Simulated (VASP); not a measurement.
Set up this calculation in VASP 6.6.1, as the native input.

* Task: single point
* Functional: PBEsol
* Potentials or basis: VASP PAW PBE potentials, release 64 (Sn_d, Se)
* Cutoff: 520 eV
* k mesh: 12 × 12 × 6
* Occupations: gaussian, width 0.02 eV
* Spin: no spin polarisation
* Dipole correction: no
* Further INCAR settings: ALGO = Normal; EDIFF = 1e-06; NBANDS = 20

The structure of SnSe2 lies in POSCAR:

```
SnSe2
1.0
    4.0464956633      0.0000000000      0.0000000000
   -2.0232478317      3.5043680407      0.0000000000
    0.0000000000      0.0000000000      5.9331075170
Sn Se
1 2
Direct
    0.0000000000      0.0000000000      0.0000000000
    0.6666666667      0.3333333333      0.7327602496
    0.3333333333      0.6666666667      0.2672397504
```

This cell differs from its parent crystal: biaxial strain in the a-b plane: +6.0 %.

One way to write it, as run:

INCAR

```
PREC = Accurate
ENCUT = 520
EDIFF = 1E-6
ISMEAR = 0
SIGMA = 0.02
LREAL = F
LASPH = T
NELM = 100
ALGO = Normal
ISIF = 2
LWAVE = F
LCHARG = T
GGA = PS
LELF = T
LVHAR = T
NBANDS = 20
```

KPOINTS

```
regular mesh
0
Gamma
  12 12 6
```

Potentials or basis: VASP PAW PBE potentials, release 64 (Sn_d, Se).

Launch:

```console
$ cat potpaw_PBE.64/Sn_d/POTCAR potpaw_PBE.64/Se/POTCAR > POTCAR
$ mpirun -np 1 vasp_std > vasp.out
```

Results of the run:

```yaml
Pressure: -5.6 GPa
Largest_force: 0.459 eV/Å
Band_gap_on_the_k_mesh: zero (band 13 reaches 3.58 eV, above the bottom of band 14 at 3.50 eV)
```

Caveat: the cell differs from its parent crystal (biaxial strain in the a-b plane: +6.0 %); the PAW data sets were made with another functional, which shifts forces and pressure a little; spin-orbit coupling is left out, which moves the levels of the heavy elements.

Wall time 120 s on 1 thread of Intel(R) Xeon(R) Platinum 8259CL CPU @ 2.50GHz (Skylake/Cascade Lake), with other jobs on the host, peak memory 0.31 GiB.
